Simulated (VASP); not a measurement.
# TiAl3 (Pm-3m) in VASP: further runs

The runs below take TiAl3 through single point, with r2SCAN.

All numbers are computed with VASP 6.6.1; they aren't measurements. Logs are shortened: lines on timing, memory, paths and dates and some standing lists are left out, and cuts for length are marked.

### Step 1. The cell of the first run

It takes space group Pm-3m (No. 221, cubic). The conventional cell has a = 3.843 Å, b = 3.843 Å, c = 3.843 Å, α = 90.00°, β = 90.00°, γ = 90.00°. Ti (site symmetry m-3m) has 12 Al at 2.72 Å within 3.6 Å. Al (site symmetry 4/mmm) has 4 Ti at 2.72 Å and 8 Al at 2.72 Å within 3.6 Å.

### Step 2. Single point, r2SCAN

POSCAR

```
TiAl3
1.0
    3.8428311407      0.0000000000      0.0000000000
    0.0000000000      3.8428311407      0.0000000000
    0.0000000000      0.0000000000      3.8428311407
Ti Al
1 3
Direct
    0.0000000000      0.0000000000      0.0000000000
    0.5000000000      0.5000000000      0.0000000000
    0.5000000000      0.0000000000      0.5000000000
    0.0000000000      0.5000000000      0.5000000000
```

INCAR.step1

```
SYSTEM = TiAl3
  PREC = Accurate
  ENCUT = 520
  ISMEAR = 0
  SIGMA = 0.1
  LREAL = .FALSE.
  LASPH = .TRUE.
  NELM = 80
  NBANDS = 18
  GGA = PE
  ALGO = Normal
  EDIFF = 1E-4
  LWAVE = .TRUE.
  LCHARG = .FALSE.
```

INCAR.step2

```
SYSTEM = TiAl3
  PREC = Accurate
  ENCUT = 520
  EDIFF = 1E-6
  ISMEAR = 0
  SIGMA = 0.1
  LREAL = .FALSE.
  LASPH = .TRUE.
  NELM = 80
  ALGO = Normal
  ISIF = 2
  LWAVE = .FALSE.
  LCHARG = .FALSE.
  METAGGA = R2SCAN
  LMIXTAU = .TRUE.
  NBANDS = 18
  ISTART = 1
```

KPOINTS

```
Automatic mesh
0
G
  10 10 10
  0 0 0
```

Potentials or basis: VASP PAW PBE potentials, release 64 (Ti_sv, Al).

Launch:

```console
$ cat potpaw_PBE.64/Ti_sv/POTCAR potpaw_PBE.64/Al/POTCAR > POTCAR
$ cp INCAR.step1 INCAR
$ mpirun -np 1 vasp_std > vasp.out
$ cp INCAR.step2 INCAR
$ mpirun -np 1 vasp_std > vasp.out
```

OUTCAR:

```text
SYSTEM = TiAl3
   PREC = Accurate
   ENCUT = 520
   EDIFF = 1E-6
   ISMEAR = 0
   LREAL = .FALSE.
   LASPH = .TRUE.
   NELM = 80
   ISIF = 2
   METAGGA = R2SCAN
   ISTART = 1

 ion  position               nearest neighbor table
   1  0.000  0.000  0.000-   2 2.72   3 2.72   4 2.72   3 2.72   4 2.72   2 2.72   4 2.72   4 2.72
                             2 2.72   3 2.72   3 2.72   2 2.72
   2  0.500  0.500  0.000-   1 2.72   3 2.72   4 2.72   3 2.72   4 2.72   1 2.72   3 2.72   3 2.72
                             1 2.72   4 2.72   4 2.72   1 2.72
   3  0.500  0.000  0.500-   1 2.72   2 2.72   4 2.72   1 2.72   2 2.72   2 2.72   4 2.72   2 2.72
                             1 2.72   4 2.72   1 2.72   4 2.72
   4  0.000  0.500  0.500-   1 2.72   2 2.72   3 2.72   1 2.72   2 2.72   1 2.72   3 2.72   1 2.72
                             2 2.72   3 2.72   2 2.72   3 2.72

  LATTYP: Found a simple cubic cell.
 ALAT       =     3.8428311407

  Lattice vectors:

 A1 = (   3.8428311407,   0.0000000000,   0.0000000000)
 A2 = (   0.0000000000,   3.8428311407,   0.0000000000)
 A3 = (   0.0000000000,   0.0000000000,   3.8428311407)

Analysis of symmetry for initial positions (statically):
=====================================================================
 Subroutine PRICEL returns:
 Original cell was already a primitive cell.

 Routine SETGRP: Setting up the symmetry group for a
 simple cubic supercell.

 Subroutine GETGRP returns: Found 48 space group operations
 (whereof 48 operations were pure point group operations)
 out of a pool of 48 trial point group operations.

The static configuration has the point symmetry O_h .

Analysis of symmetry for dynamics (positions and initial velocities):
=====================================================================
 Subroutine PRICEL returns:
 Original cell was already a primitive cell.

 Routine SETGRP: Setting up the symmetry group for a
 simple cubic supercell.

 Subroutine GETGRP returns: Found 48 space group operations
 (whereof 48 operations were pure point group operations)
 out of a pool of 48 trial point group operations.

The dynamic configuration has the point symmetry O_h .

 Subroutine INISYM returns: Found 48 space group operations
 (whereof 48 operations are pure point group operations),
 and found     1 'primitive' translations

----------------------------------------------------------------------------------------

                                     Primitive cell

  volume of cell :      56.7484

  direct lattice vectors                    reciprocal lattice vectors
     3.842831141  0.000000000  0.000000000     0.260224809  0.000000000  0.000000000
     0.000000000  3.842831141  0.000000000     0.000000000  0.260224809  0.000000000
     0.000000000  0.000000000  3.842831141     0.000000000  0.000000000  0.260224809

  length of vectors
     3.842831141  3.842831141  3.842831141     0.260224809  0.260224809  0.260224809

  position of ions in fractional coordinates (direct lattice)
     0.000000000  0.000000000  0.000000000
     0.500000000  0.500000000  0.000000000
     0.500000000  0.000000000  0.500000000
     0.000000000  0.500000000  0.500000000

  ion indices of the primitive-cell ions
   primitive index   ion index
                 1           1
                 2           2
                 3           3
                 4           4

----------------------------------------------------------------------------------------

 KPOINTS: Automatic mesh

Automatic generation of k-mesh.
 Grid dimensions read from file:
 generate k-points for:   10   10   10

 Generating k-lattice:

  Cartesian coordinates                     Fractional coordinates (reciprocal lattice)
     0.026022481  0.000000000  0.000000000     0.100000000  0.000000000  0.000000000
     0.000000000  0.026022481  0.000000000     0.000000000  0.100000000  0.000000000
     0.000000000  0.000000000  0.026022481     0.000000000  0.000000000  0.100000000

  Length of vectors
     0.026022481  0.026022481  0.026022481

  Shift w.r.t. Gamma in fractional coordinates (k-lattice)
     0.000000000  0.000000000  0.000000000

 Subroutine IBZKPT returns following result:
 ===========================================

 Found     56 irreducible k-points:

 Following reciprocal coordinates:
            Coordinates               Weight
  0.000000  0.000000  0.000000      1.000000
  0.100000  0.000000  0.000000      6.000000
  0.200000  0.000000  0.000000      6.000000
  0.300000  0.000000  0.000000      6.000000
  0.400000  0.000000  0.000000      6.000000
  0.500000  0.000000  0.000000      3.000000
[... 16 lines left out ...]
  0.200000  0.100000  0.100000     24.000000
  0.300000  0.100000  0.100000     24.000000
 [... further k-points ...]
   k-points           NKPTS =     56   k-points in BZ     NKDIM =     56   number of bands    NBANDS=     18
   number of dos      NEDOS =    301   number of ions     NIONS =      4
   total plane-waves  NPLWV =  27000
   dimension x,y,z NGX =    30 NGY =   30 NGZ =   30
   dimension x,y,z NGXF=    60 NGYF=   60 NGZF=   60
   ions per type =               1   3
   NGX,Y,Z   is equivalent  to a cutoff of  12.98, 12.98, 12.98 a.u.
   NGXF,Y,Z  is equivalent  to a cutoff of  25.96, 25.96, 25.96 a.u.
 SYSTEM =  TiAl3
   PREC   = accura    normal or accurate (medium, high low for compatibility)
   ISTART =      1    job   : 0-new  1-cont  2-samecut
   ICHARG =      0    charge: 1-file 2-atom 10-const
   ISPIN  =      1    spin polarized calculation?
   LNONCOLLINEAR =      F non collinear calculations
   LSORBIT =      F    spin-orbit coupling
   LASPH  =      T    aspherical Exc in radial PAW
   ENCUT  =  520.0 eV  38.22 Ry    6.18 a.u.   7.15  7.15  7.15*2*pi/ulx,y,z
   NELM   =     80;   NELMIN=  2; NELMDL=  0     # of ELM steps
   EDIFF  = 0.1E-05   stopping-criterion for ELM
   LREAL  =      F    real-space projection
   EDIFFG = 0.1E-04   stopping-criterion for IOM
   NSW    =      0    number of steps for IOM
   IBRION =     -1    ionic relax: 0-MD 1-quasi-New 2-CG
   NFREE  =      0    steps in history (QN), initial steepest desc. (CG)
   ISIF   =      2    stress and relaxation
   ISYM   =      2    0-nonsym 1-usesym 2-fastsym
   POTIM  = 0.5000    time-step for ionic-motion
   TEBEG  =    0.0;   TEEND  =   0.0 temperature during run
   PSTRESS=    0.0 pullay stress
   NELECT =      21.0000    total number of electrons
   NUPDOWN=      -1.0000    fix difference up-down
   EMIN   =  10.00;   EMAX   =-10.00  energy-range for DOS
   EFERMI =   0.00;   METHOD = LEGACY
   ISMEAR =     0;   SIGMA  =   0.10  broadening in eV -4-tet -1-fermi 0-gaus
   EFERMI_NEDOS =   21; number of points for ismear=-14 and -15
   IALGO  =     38    algorithm
   IMIX   =      4    mixing-type and parameters
     AMIX     =   0.40;   BMIX     =  1.00
     AMIX_MAG =   1.60;   BMIX_MAG =  1.00
  volume/ion in A,a.u.               =      14.19        95.74
  Fermi-wavevector in a.u.,A,eV,Ry     =   1.175339  2.221069 18.795397  1.381423
  Thomas-Fermi vector in A             =   2.311722
   LORBIT       =      0    0 simple, 1 ext, 2 COOP (PROOUT), +10 PAW based schemes
   METAGGA = R2SCAN    functional components
   LHFCALC =     F    Hartree Fock is set to
   AEXX    =    0.0000 exact exchange contribution
   IVDW    =     0    specifies the selected vdW correction
   LEPSILON=     F    determine dielectric tensor
   LRPA    =     F    only Hartree local field effects (RPA)
 non-spin polarized calculation
 Gauss-broadening in eV      SIGMA  =   0.10
  energy-cutoff  :      520.00
  volume of cell :       56.75
 maximum number of plane-waves:      1568
 NGX is ok and might be reduce to    30
   NGX = 15   NGY = 15   NGZ = 15

 number of electron      21.0000006 magnetization

 Free energy of the ion-electron system (eV)
  ---------------------------------------------------
  ext. energy  EPLUGINS =         0.00000000
  ---------------------------------------------------
  free energy    TOTEN  =       -34.64673046 eV

  energy without entropy =      -34.63839799  energy(sigma->0) =      -34.64256422

 E-fermi :  10.1638     XC(G=0): -11.9657

 val. band max:       10.1590317121   @ k =   0.1000   0.1000   0.1000
 cond. band min:      10.1697190279   @ k =   0.1000   0.1000   0.0000
 fundamental gap:      0.0106873158
 Fermi energy:        10.1638082595

 k-point     1 :       0.0000    0.0000    0.0000
  band No.  band energies     occupation
      1     -48.9734      2.00000
      2     -24.2686      2.00000
      3     -24.2686      2.00000
      4     -24.2686      2.00000
      5      -1.8903      2.00000
      6       6.7204      2.00000
[... 10 lines left out ...]
     17      16.6478      0.00000
     18      16.6478      0.00000

 k-point     2 :       0.1000    0.0000    0.0000
  band No.  band energies     occupation
      1     -48.9732      2.00000
      2     -24.2718      2.00000
      3     -24.2684      2.00000
      4     -24.2683      2.00000
      5      -1.7808      2.00000
      6       5.8858      2.00000
[... 10 lines left out ...]
     17      16.4716      0.00000
     18      16.4716      0.00000

 k-point     3 :       0.2000    0.0000    0.0000
  band No.  band energies     occupation
      1     -48.9728      2.00000
      2     -24.2801      2.00000
      3     -24.2677      2.00000
      4     -24.2677      2.00000
      5      -1.4555      2.00000
      6       4.5565      2.00000
[... 10 lines left out ...]
     17      15.7239      0.00000
     18      15.9098      0.00000

 k-point     4 :       0.3000    0.0000    0.0000
  band No.  band energies     occupation
      1     -48.9724      2.00000
      2     -24.2905      2.00000
      3     -24.2670      2.00000
      4     -24.2670      2.00000
      5      -0.9255      2.00000
      6       3.2222      2.00000
[... 10 lines left out ...]
     17      14.7904      0.00000
     18      16.7203      0.00000

 k-point     5 :       0.4000    0.0000    0.0000
  band No.  band energies     occupation
      1     -48.9720      2.00000
      2     -24.2989      2.00000
      3     -24.2664      2.00000
      4     -24.2664      2.00000
      5      -0.2233      2.00000
      6       2.0160      2.00000
[... 10 lines left out ...]
     17      14.0649      0.00000
     18      16.8460      0.00000

 k-point     6 :       0.5000    0.0000    0.0000
  band No.  band energies     occupation
      1     -48.9718      2.00000
      2     -24.3021      2.00000
      3     -24.2662      2.00000
      4     -24.2662      2.00000
      5       0.3553      2.00000
      6       1.2668      2.00000
[... 307 lines left out ...]
 k-point    21 :       0.5000    0.5000    0.0000
  band No.  band energies     occupation
      1     -48.9704      2.00000
      2     -24.2975      2.00000
      3     -24.2975      2.00000
      4     -24.2638      2.00000
      5       1.9679      2.00000
      6       3.4133      2.00000
[... 10 lines left out ...]
     17      15.5815      0.00000
     18      16.3510      0.00000

 k-point    22 :       0.1000    0.1000    0.1000
  band No.  band energies     occupation
      1     -48.9729      2.00000
      2     -24.2716      2.00000
      3     -24.2711      2.00000
      4     -24.2711      2.00000
      5      -1.5636      2.00000
      6       5.8857      2.00000
[... 10 lines left out ...]
     17      16.1985      0.00000
     18      16.2373      0.00000

 k-point    23 :       0.2000    0.1000    0.1000
  band No.  band energies     occupation
      1     -48.9725      2.00000
      2     -24.2796      2.00000
      3     -24.2708      2.00000
      4     -24.2704      2.00000
      5      -1.2421      2.00000
      6       4.7148      2.00000
[... 10 lines left out ...]
     17      15.7289      0.00000
     18      15.8191      0.00000

 k-point    24 :       0.3000    0.1000    0.1000
  band No.  band energies     occupation
      1     -48.9721      2.00000
      2     -24.2898      2.00000
      3     -24.2700      2.00000
      4     -24.2696      2.00000
      5      -0.7189      2.00000
      6       3.4032      2.00000
[... 10 lines left out ...]
     17      15.0809      0.00000
     18      16.4282      0.00000

 [... further k-points ...]

------------------------ aborting loop because EDIFF is reached ----------------------------------------

  FORCE on cell =-STRESS in cart. coord.  units (eV):
  Direction    XX          YY          ZZ          XY          YZ          ZX
  --------------------------------------------------------------------------------------
  -------------------------------------------------------------------------------------
  Total        4.1839880      4.1839880      4.1839880     -0.0000000     -0.0000000      0.0000000
  in kB      118.1264392    118.1264392    118.1264392     -0.0000000     -0.0000000      0.0000000
  external PRESSURE =     118.1264392 kB  Pullay stress =       0.0000000 kB

 VOLUME and BASIS-vectors are now :
 -----------------------------------------------------------------------------
  energy-cutoff  :      520.00
  volume of cell :       56.75
      direct lattice vectors                 reciprocal lattice vectors
     3.842831141  0.000000000  0.000000000     0.260224809  0.000000000  0.000000000
     0.000000000  3.842831141  0.000000000     0.000000000  0.260224809  0.000000000
     0.000000000  0.000000000  3.842831141     0.000000000  0.000000000  0.260224809

 POSITION                                       TOTAL-FORCE (eV/Angst)
 -----------------------------------------------------------------------------------
      0.00000      0.00000      0.00000         0.000000      0.000000      0.000000
      1.92142      1.92142      0.00000         0.000000      0.000000      0.000000
      1.92142      0.00000      1.92142         0.000000      0.000000      0.000000
      0.00000      1.92142      1.92142         0.000000      0.000000      0.000000
 -----------------------------------------------------------------------------------
    total drift:                               -0.000000     -0.000000      0.000000

  FREE ENERGIE OF THE ION-ELECTRON SYSTEM (eV)
  ---------------------------------------------------
  free  energy   TOTEN  =       -34.6467304621 eV

  energy  without entropy=      -34.6383979857  energy(sigma->0) =      -34.64256422
```

Wall time 5.2 min (1 thread of AMD EPYC 7R13, shared host); peak memory 0.17 GiB.

Results:

```yaml
Free_energy: -34.6467 eV
Pressure: 11.8 GPa
Band_gap_on_the_k_mesh: zero (an odd number of electrons rules out a gap without spin polarisation)
```

Levels at points of the mesh, in eV from the Fermi level:
```tsv
k point	band 7	band 8	band 9	band 10	band 11	band 12	band 13	band 14
(0.00, 0.00, 0.00)	-3.44	-2.48	-2.48	-2.48	0.09	0.09	0.09	0.54
(0.50, 0.00, 0.00)	-2.66	-2.66	-2.57	0.41	0.76	0.76	0.84	1.31
(0.50, 0.50, 0.00)	-6.75	-5.72	-1.52	-1.52	0.65	1.08	1.19	1.55
(0.50, 0.50, 0.50)	-5.64	-5.64	-4.04	-4.04	-4.04	0.35	1.61	1.61
```

Caveat: the cell stands under pressure; the PAW data sets were made with another functional, which shifts forces and pressure a little.

### Step 3. Single point, r2SCAN

This run uses another cell than the first one, of 14.97 Å³/atom.

POSCAR

```
TiAl3
1.0
    3.9126695225      0.0000000000      0.0000000000
    0.0000000000      3.9126695225      0.0000000000
    0.0000000000      0.0000000000      3.9126695225
Ti Al
1 3
Direct
    0.0000000000      0.0000000000      0.0000000000
    0.5000000000      0.5000000000      0.0000000000
    0.5000000000      0.0000000000      0.5000000000
    0.0000000000      0.5000000000      0.5000000000
```

INCAR.step1

```
PREC     = Accurate       # precision mode
ENCUT    = 520            # plane-wave cutoff, eV
ISMEAR   = 0              # smearing method
SIGMA    = 0.1            # smearing width, eV
LREAL    = F              # projectors in reciprocal space
LASPH    = T              # aspherical terms in the spheres
NELM     = 80             # most SCF steps
NBANDS   = 18             # bands
GGA      = PE             # functional
ALGO     = Normal         # electronic algorithm
EDIFF    = 1E-4           # SCF threshold, eV
LWAVE    = T              # write WAVECAR
LCHARG   = F              # write CHGCAR
```

INCAR.step2

```
PREC     = Accurate       # precision mode
ENCUT    = 520            # plane-wave cutoff, eV
EDIFF    = 1E-7           # SCF threshold, eV
ISMEAR   = 0              # smearing method
SIGMA    = 0.1            # smearing width, eV
LREAL    = F              # projectors in reciprocal space
LASPH    = T              # aspherical terms in the spheres
NELM     = 80             # most SCF steps
ALGO     = Normal         # electronic algorithm
ISIF     = 2              # what is computed and relaxed
LWAVE    = F              # write WAVECAR
LCHARG   = F              # write CHGCAR
METAGGA  = R2SCAN         # meta-GGA
LMIXTAU  = T            
NBANDS   = 18             # bands
ISTART   = 1
```

KPOINTS

```
Automatic mesh
0
Gamma
  10 10 10
```

Potentials or basis: VASP PAW PBE potentials, release 64 (Ti_sv, Al).

Launch:

```console
$ cat potpaw_PBE.64/Ti_sv/POTCAR potpaw_PBE.64/Al/POTCAR > POTCAR
$ cp INCAR.step1 INCAR
$ mpirun -np 1 vasp_std > vasp.out
$ cp INCAR.step2 INCAR
$ mpirun -np 1 vasp_std > vasp.out
```

Wall time 5.9 min (1 thread of AMD EPYC 7R13, shared host); peak memory 0.17 GiB.

It converged, with:

```yaml
Free_energy: -34.7993 eV
Pressure: 3.9 GPa
Band_gap_on_the_k_mesh: zero (an odd number of electrons rules out a gap without spin polarisation)
```

Levels at points of the mesh, in eV from the Fermi level:
```tsv
k point	band 6	band 7	band 8	band 9	band 10	band 11	band 12	band 13	band 14	band 15
(0.00, 0.00, 0.00)	-3.31	-3.31	-2.44	-2.44	-2.44	0.11	0.11	0.11	0.60	4.78
(0.50, 0.00, 0.00)	-8.67	-2.55	-2.55	-2.41	0.39	0.69	0.69	0.87	1.22	1.88
(0.50, 0.50, 0.00)	-6.63	-6.63	-5.55	-1.44	-1.44	0.63	1.08	1.11	1.44	3.86
(0.50, 0.50, 0.50)	-5.51	-5.51	-5.51	-3.95	-3.95	-3.95	0.25	1.51	1.51	3.09
```

Caveat: the cell stands under pressure; the PAW data sets were made with another functional, which shifts forces and pressure a little.

[end of part 1 of 2]
